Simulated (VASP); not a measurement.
A run of VASP 6.6.1:

The input INCAR:

```
SYSTEM = KZnF3
PREC = Accurate ; ENCUT = 520
EDIFF = 1E-6 ; ISMEAR = 0
SIGMA = 0.1 ; LREAL = .FALSE.
LASPH = .TRUE. ; NELM = 80
ALGO = Normal ; ISIF = 2
LWAVE = .FALSE. ; LCHARG = .FALSE.
GGA = PS ; NBANDS = 29
```

The input KPOINTS:

```
regular mesh
0
G
  4 4 4
  0 0 0
```

File POSCAR:

```
KZnF3
1.0
    4.0474167900      0.0000000000      0.0000000000
    0.0000000000      4.0474167900      0.0000000000
    0.0000000000      0.0000000000      4.0474167900
K Zn F
1 1 3
Direct
    0.0000000000      0.0000000000      0.0000000000
    0.5000000000      0.5000000000      0.5000000000
    0.0000000000      0.5000000000      0.5000000000
    0.5000000000      0.0000000000      0.5000000000
    0.5000000000      0.5000000000      0.0000000000
```

Potentials or basis: VASP PAW PBE potentials, release 64 (K_sv, Zn, F).

Launch:

```bash
$ cat potpaw_PBE.64/K_sv/POTCAR potpaw_PBE.64/Zn/POTCAR potpaw_PBE.64/F/POTCAR > POTCAR
$ mpirun -np 1 vasp_std > vasp.out
```

Hardware: 1 thread of Intel Xeon 8259CL, on a shared host.

Problem. Estimate the wall time of this run.

Solution. Run time: 22 s on 1 thread of Intel Xeon 8259CL, on a shared host, peak memory 0.18 GiB. Counts: scf iterations 15, k points 10.
